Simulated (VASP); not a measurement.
# CuI (I-4m2) in VASP: notebook, part 2 of 2

VASP 6.6.1. Earlier steps stand in the parts before.

### Step 4. Single point, r2SCAN (in-plane strain +0.005)

POSCAR reads:

```
CuI
1.0
    3.0267556526      3.0267556526      0.0000000000
   -3.0267556526      3.0267556526      0.0000000000
    0.0000000000      3.0267556526      3.0026620752
Cu I
1 1
Direct
    0.7500000000      0.2500000000      0.5000000000
    0.0000000000      0.0000000000      0.0000000000
```

INCAR.step1 reads:

```
SYSTEM = CuI
  PREC = Accurate
  ENCUT = 520
  ISMEAR = 0
  SIGMA = 0.01
  LREAL = .False.
  LASPH = .True.
  NELM = 80
  NBANDS = 16
  GGA = PE
  ALGO = Normal
  EDIFF = 1E-4
  LWAVE = .True.
  LCHARG = .False.
```

INCAR.step2 reads:

```
SYSTEM = CuI
  PREC = Accurate
  ENCUT = 520
  EDIFF = 1E-6
  ISMEAR = 0
  SIGMA = 0.01
  LREAL = .False.
  LASPH = .True.
  NELM = 80
  ALGO = Normal
  ISIF = 2
  LWAVE = .False.
  LCHARG = .False.
  METAGGA = R2SCAN
  LMIXTAU = .True.
  NBANDS = 16
  ISTART = 1
```

KPOINTS reads:

```
Automatic mesh
0
Gamma
  6 6 6
  0 0 0
```

Potentials or basis: VASP PAW PBE potentials, release 64 (Cu, I).

Launch:

```console
$ cat potpaw_PBE.64/Cu/POTCAR potpaw_PBE.64/I/POTCAR > POTCAR
$ cp INCAR.step1 INCAR
$ mpirun -np 1 vasp_std > vasp.out
$ cp INCAR.step2 INCAR
$ mpirun -np 1 vasp_std > vasp.out
```

OUTCAR:

```text
SYSTEM = CuI
   PREC = Accurate
   ENCUT = 520
   EDIFF = 1E-6
   ISMEAR = 0
   LREAL = .False.
   LASPH = .True.
   NELM = 80
   ISIF = 2
   METAGGA = R2SCAN
   ISTART = 1

 ion  position               nearest neighbor table
   1  0.750  0.250  0.500-   2 2.61   2 2.61   2 2.61   2 2.61
   2  0.000  0.000  0.000-   1 2.61   1 2.61   1 2.61   1 2.61

  LATTYP: Found a body centered tetragonal cell.
 ALAT       =     4.2804788939
 C/A-ratio  =     1.4029561410

  Lattice vectors:

 A1 = (   3.0267556526,   0.0000000000,  -3.0026620752)
 A2 = (  -3.0267556526,   0.0000000000,  -3.0026620752)
 A3 = (   0.0000000000,   3.0267556526,   3.0026620752)

Analysis of symmetry for initial positions (statically):
=====================================================================
 Subroutine PRICEL returns:
 Original cell was already a primitive cell.

 Routine SETGRP: Setting up the symmetry group for a
 body centered tetragonal supercell.

 Subroutine GETGRP returns: Found  8 space group operations
 (whereof  8 operations were pure point group operations)
 out of a pool of 16 trial point group operations.

The static configuration has the point symmetry D_2d.

Analysis of symmetry for dynamics (positions and initial velocities):
[... 162 lines left out ...]
 cond. band min:       6.0489566660   @ k =   0.0000   0.0000   0.0000
 fundamental gap:      1.6424232834
 Fermi energy:         4.5247769932

 k-point     1 :       0.0000    0.0000    0.0000
  band No.  band energies     occupation
      1     -10.1953      2.00000
      2       0.5367      2.00000
      3       0.5367      2.00000
      4       0.5466      2.00000
      5       2.5074      2.00000
      6       2.5139      2.00000
[... 433 lines left out ...]
      3      -0.2793      2.00000
      4       0.4322      2.00000
      5       2.4047      2.00000
      6       2.5095      2.00000
[... 8 lines left out ...]
     15      16.1842      0.00000
     16      16.8337      0.00000

 [... further k-points ...]

------------------------ aborting loop because EDIFF is reached ----------------------------------------

  FORCE on cell =-STRESS in cart. coord.  units (eV):
  Direction    XX          YY          ZZ          XY          YZ          ZX
  --------------------------------------------------------------------------------------
  -------------------------------------------------------------------------------------
  Total       -0.1284808     -0.1284808     -0.0802628      0.0000000      0.0000000      0.0000000
  in kB       -3.7416028     -3.7416028     -2.3374032      0.0000000      0.0000000      0.0000000
  external PRESSURE =      -3.2735362 kB  Pullay stress =       0.0000000 kB

 VOLUME and BASIS-vectors are now :
 -----------------------------------------------------------------------------
  energy-cutoff  :      520.00
  volume of cell :       55.02
      direct lattice vectors                 reciprocal lattice vectors
     3.026755653  3.026755653  0.000000000     0.165193381  0.165193381 -0.166518905
    -3.026755653  3.026755653  0.000000000    -0.165193381  0.165193381 -0.166518905
     0.000000000  3.026755653  3.002662075     0.000000000  0.000000000  0.333037809

 POSITION                                       TOTAL-FORCE (eV/Angst)
 -----------------------------------------------------------------------------------
      1.51338      4.54013      1.50133        -0.000000      0.000000      0.000000
      0.00000      0.00000      0.00000         0.000000     -0.000000      0.000000
 -----------------------------------------------------------------------------------
    total drift:                                0.000010     -0.000000     -0.000000

  FREE ENERGIE OF THE ION-ELECTRON SYSTEM (eV)
  ---------------------------------------------------
  free  energy   TOTEN  =       -35.7932942769 eV

  energy  without entropy=      -35.7932942769  energy(sigma->0) =      -35.79329428
```

OUTCAR.step1:

```text
SYSTEM = CuI
   PREC = Accurate
   ENCUT = 520
   ISMEAR = 0
   LREAL = .False.
   LASPH = .True.
[... 678 lines left out ...]
      1.51338      4.54013      1.50133         0.000000      0.000000      0.000000
      0.00000      0.00000      0.00000        -0.000000     -0.000000      0.000000
 -----------------------------------------------------------------------------------
    total drift:                               -0.000000     -0.000000      0.000000

  FREE ENERGIE OF THE ION-ELECTRON SYSTEM (eV)
  ---------------------------------------------------
  free  energy   TOTEN  =        -5.5567271295 eV

  energy  without entropy=       -5.5567271295  energy(sigma->0) =       -5.55672713
```

It took 89 s on 1 thread of AMD EPYC 9R45 (Zen 5), shared host; peak memory 0.17 GiB.

Results:

```yaml
Free_energy: -35.7933 eV
Pressure: -0.3 GPa
Band_gap_on_the_k_mesh: 1.64 eV
```

Caveat: the cell differs from its parent crystal (in-plane strain +0.005); the PAW data sets were made with another functional, which shifts forces and pressure a little; spin-orbit coupling is left out, which moves the levels of the heavy elements.

### Step 5. Overview

```csv
cell,gap on the mesh (eV),pressure (GPa)
"a = 4.238, b = 4.238, c = 4.263 Å, angles 60.2, 60.2, 90.0°, 2 atoms",1.68,0.1
"a = 4.280, b = 4.280, c = 4.256 Å, angles 59.8, 59.8, 90.0°, 2 atoms",1.65,-0.2
"a = 4.280, b = 4.280, c = 4.263 Å, angles 59.9, 59.9, 90.0°, 2 atoms",1.64,-0.3
```

Alike in all rows: task single point; level r2SCAN; potentials or basis VASP PAW PBE potentials, release 64 (Cu, I); no spin polarisation; k mesh 6 × 6 × 6; cutoff (eV) 520; smearing gaussian 0.01 eV.

Caveats: the PAW data sets were made with another functional, which shifts forces and pressure a little; spin-orbit coupling is left out, which moves the levels of the heavy elements.

Total energies depend on the potentials used, so only differences within one code and one set of settings carry meaning.
